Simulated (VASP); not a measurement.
Wanted: the native input for a VASP 6.6.1 run.

```yaml
Task: single point
Functional: LDA
Potentials_or_basis: VASP PAW LDA potentials, release 64 (B, N)
Cutoff: 520 eV
k_mesh: 12 × 12 × 4
Occupations: gaussian, width 0.05 eV
Spin: no spin polarisation
Dipole_correction: no
Further_INCAR_settings: ALGO = Normal; EDIFF = 1e-06; NBANDS = 16
```

The structure of BN lies in POSCAR:

```
BN
1.0
    2.3896093862      0.0000000000      0.0000000000
   -1.1948046931      2.0694624336      0.0000000000
    0.0000000000      0.0000000000      6.7054828986
B N
2 2
Direct
    0.3333333333      0.6666666667      0.2500000000
    0.6666666667      0.3333333333      0.7500000000
    0.3333333333      0.6666666667      0.7500000000
    0.6666666667      0.3333333333      0.2500000000
```

This cell differs from its parent crystal: volume 8.290 Å^3 an atom, c/a of the conventional cell 2.8061.

One way to write it, as run:

INCAR

```
  ALGO = Normal
  EDIFF = 1E-6
  ENCUT = 520
  GGA = CA
  ISIF = 2
  ISMEAR = 0
  LASPH = T
  LCHARG = T
  LELF = T
  LREAL = F
  LVHAR = T
  LWAVE = F
  NBANDS = 16
  NELM = 60
  PREC = Accurate
  SIGMA = 0.05
```

KPOINTS

```
k-points
0
Gamma
  12 12 4
```

Potentials or basis: VASP PAW LDA potentials, release 64 (B, N).

Launch:

```sh
$ cat potpaw_LDA.64/B/POTCAR potpaw_LDA.64/N/POTCAR > POTCAR
$ mpirun -np 1 vasp_std > vasp.out
```

It gave:

| Property | Result |
| --- | --- |
| Pressure | 35.8 GPa |
| Band gap on the k mesh | 4.29 eV, indirect (least direct gap 4.84 eV) |

It took 15 s on 1 thread of AMD EPYC 9R45 96-Core Processor (Zen 5), on a shared host, peak memory 0.11 GiB.
